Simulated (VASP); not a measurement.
Wanted: the native input for a VASP 6.6.1 run.

```yaml
Task: single point
Functional: PBE
Potentials_or_basis: VASP PAW PBE potentials, release 64 (Hf_pv, Ti_sv, B)
Cutoff: 520 eV
k_mesh: 6 × 6 × 4
Occupations: gaussian, width 0.1 eV
Spin: no spin polarisation
Dipole_correction: no
Further_INCAR_settings: ALGO = Normal; EDIFF = 1e-06; NBANDS = 27
```

The structure of Hf2TiB2 lies in POSCAR:

```
Hf2TiB2
1.0
    3.3679930240      0.0000000000      0.0000000000
   -1.6839965120      2.9167675186      0.0000000000
    0.0000000000      0.0000000000      7.7755787023
Hf Ti B
2 1 2
Direct
    0.3333333333      0.6666666667      0.6727590854
    0.6666666667      0.3333333333      0.3272409146
    0.0000000000      0.0000000000      0.0000000000
    0.3333333333      0.6666666667      0.1635653714
    0.6666666667      0.3333333333      0.8364346286
```

The cell was built from a structure type or drawn by symmetry, and may not be a known phase.

One way to write it, as run:

INCAR

```
PREC     = Accurate       # precision mode
ENCUT    = 520            # plane-wave cutoff, eV
EDIFF    = 1E-6           # SCF threshold, eV
ISMEAR   = 0              # smearing method
SIGMA    = 0.1            # smearing width, eV
LREAL    = F              # projectors in reciprocal space
LASPH    = T              # aspherical terms in the spheres
NELM     = 100            # most SCF steps
ALGO     = Normal         # electronic algorithm
ISIF     = 2              # what is computed and relaxed
LWAVE    = F              # write WAVECAR
LCHARG   = F              # write CHGCAR
GGA      = PE             # functional
NBANDS   = 27             # bands
```

KPOINTS

```
regular mesh
0
Gamma
  6 6 4
```

Potentials or basis: VASP PAW PBE potentials, release 64 (Hf_pv, Ti_sv, B).

The run is started by

```bash
$ cat potpaw_PBE.64/Hf_pv/POTCAR potpaw_PBE.64/Ti_sv/POTCAR potpaw_PBE.64/B/POTCAR > POTCAR
$ mpirun -np 1 vasp_std > vasp.out
```

Results of the run:

```
Pressure               : -0.2 GPa
Largest force          : 0.023 eV/Å
Band gap on the k mesh : zero (bands 19 and 20 overlap by 0.60 eV)
```

Caveat: spin-orbit coupling is left out, which moves the levels of the heavy elements.

It took 75 s on 1 thread of Intel(R) Xeon(R) Platinum 8488C (Sapphire Rapids) (shared host), peak memory 0.23 GiB.
